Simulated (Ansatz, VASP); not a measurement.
Ti: VASP beside Ansatz

```
CELL_PARAMETERS angstrom
0.00000 2.03000 2.03000
2.03000 0.00000 2.03000
2.03000 2.03000 0.00000
ATOMIC_POSITIONS crystal
Ti 0.00000 0.00000 0.00000
```

Alike in both runs: task single point; functional PBEsol; k mesh 11 × 11 × 11; occupations tetrahedron; non-collinear spin.

```csv
,VASP,Ansatz
version,VASP 6.6.1,Ansatz 0.2.0
potentials or method,"VASP PAW PBE potentials, release 64 (Ti_sv)",Ansatz PAW
plane-wave cutoff (eV),520,420
valence electrons in the cell,12,12
```

VASP gave:

- gap on the k mesh at the Fermi level (eV): none
- pressure (GPa): -0.6
- net moment per atom (μB): 0.00

**Question.** Estimate Ansatz's values.

**Answer.** gap on the k mesh at the Fermi level (eV): none; pressure (GPa): -0.3; net moment per atom (μB): 0.00.

VASP's potentials were made for PBE, not for PBEsol. A gap of «none» marks a metal or a gap that the smearing closes. With one functional, cell and mesh, what is left measures potentials, basis and numerics.
